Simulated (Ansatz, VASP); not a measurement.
## SnSe in VASP and in Ansatz

The input INCAR:

```
  PREC = Accurate
  ENCUT = 500
  EDIFF = 1E-6
  ISMEAR = 1
  SIGMA = 0.0891
  LREAL = False
  LASPH = True
  NELM = 120
  ALGO = Normal
  ISIF = 2
  LWAVE = False
  LCHARG = False
  GGA = PE
  NBANDS = 28
  GGA_COMPAT = False
```

Contents of KPOINTS:

```
regular mesh
0
Gamma
  4 4 4
```

The input POSCAR:

```
SnSe
1.0
    4.2193393516      0.0000000000      0.0000000000
    0.0000000000      4.2193393516      0.0000000000
    0.0000000000      0.0000000000      5.9930255593
Sn Se
2 2
Direct
    0.5000000000      0.0000000000      0.2500915766
    0.0000000000      0.5000000000      0.7499084234
    0.5000000000      0.0000000000      0.7498972969
    0.0000000000      0.5000000000      0.2501027031
```

Input for Ansatz:

```yaml
crystal:
  lattice:
    - [4.2193393516, 0.0, 0.0]
    - [0.0, 4.2193393516, 0.0]
    - [0.0, 0.0, 5.9930255593]
  atoms:
    - { symbol: Sn, position: [0.5, 0.0, 0.2500915766] }
    - { symbol: Sn, position: [0.0, 0.5, 0.7499084234] }
    - { symbol: Se, position: [0.5, 0.0, 0.7498972969] }
    - { symbol: Se, position: [0.0, 0.5, 0.2501027031] }
kpoints:
  mp_grid: { grid: [4, 4, 4] }
hamiltonian:
  xc: pbe
scf:
  occupations: { method: cold, width: 0.2 }
  n_extra_bands: 5
output:
  forces: true
  stress: true
  eigenvalues: true
```

Alike in both runs: task single point; functional PBE; k mesh 4 × 4 × 4; no spin polarisation.

|  | VASP | Ansatz |
| --- | --- | --- |
| version | VASP 6.6.1 | Ansatz 0.2.0 |
| potentials or method | VASP PAW PBE potentials, release 64 (Sn_d, Se) | plane waves |
| plane-wave cutoff (eV) | 500 | 420 |
| occupations | methfessel-paxton of order 1, width 0.0891 eV | cold, width 0.2 eV |
| valence electrons in the cell | 40 | 60 |

|  | VASP | Ansatz | Ansatz less VASP |
| --- | --- | --- | --- |
| gap on the k mesh at the Fermi level (eV) | 0.67 | 0.67 | -0.001 |
| pressure (GPa) | 1.6 | 1.6 | +0.01 |
| traceless stress, the component that is largest in VASP (GPa) | -0.44 | -0.44 | +0.001 |

VASP's potentials hold 40 valence electrons a cell and Ansatz's 60, so a difference there can come from the potentials and not from the codes.
